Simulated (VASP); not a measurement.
Input of a VASP 6.6.1 run:

INCAR

```
  ALGO = Fast
  EDIFF = 1E-7
  ENCUT = 520
  GGA = PS
  ISIF = 2
  ISMEAR = 0
  LASPH = True
  LCHARG = False
  LREAL = False
  LWAVE = False
  NBANDS = 36
  NELM = 60
  PREC = Accurate
  SIGMA = 0.15
```

File KPOINTS:

```
k-points
0
Gamma
  8 8 14
```

File POSCAR:

```
Ni3O4
1.0
    2.9242323582     -3.9238236797      0.0000000000
    2.9242323582      3.9238236797      0.0000000000
    0.0000000000      0.0000000000      2.8472645958
Ni O
3 4
Direct
    0.5000000000      0.0000000000      0.5000000000
    0.0000000000      0.5000000000      0.5000000000
    0.0000000000      0.0000000000      0.0000000000
    0.7878888826      0.7878888826      0.5000000000
    0.2121111174      0.2121111174      0.5000000000
    0.2371644473      0.7628355527      0.0456578571
    0.7628355527      0.2371644473     -0.0456578571
```

Potentials or basis: VASP PAW PBE potentials, release 64 (Ni, O).

The run is started by

```bash
$ cat potpaw_PBE.64/Ni/POTCAR potpaw_PBE.64/O/POTCAR > POTCAR
$ mpirun -np 1 vasp_std > vasp.out
```

Problem. What does it give for the band gap on the k mesh?

Solution. Zero (bands 27 and 28 overlap by 0.36 eV).

Problem. Estimate the largest force.

Solution. 0.083 eV/Å.

Problem. Predict the pressure.

Solution. 1.1 GPa.

Forces on the atoms (eV/Å):
```
Ni   0.000  0.000  0.000
Ni   0.000  0.000  0.000
Ni   0.000  0.000  0.000
O   -0.064  0.000  0.000
O    0.064  0.000  0.000
O    0.000 -0.062 -0.056
O    0.000  0.062  0.056
```

Caveat: the cell differs from its parent crystal (atoms displaced along a vibrational mode); the PAW data sets were made with another functional, which shifts forces and pressure a little; the run has no spin polarisation, though such a crystal can be magnetic; semilocal functionals often make such compounds metallic where correlation or magnetic order opens a gap, which also shifts bond lengths. Spin polarisation is off, so any magnetic state and its effect on volume and gap are missing.
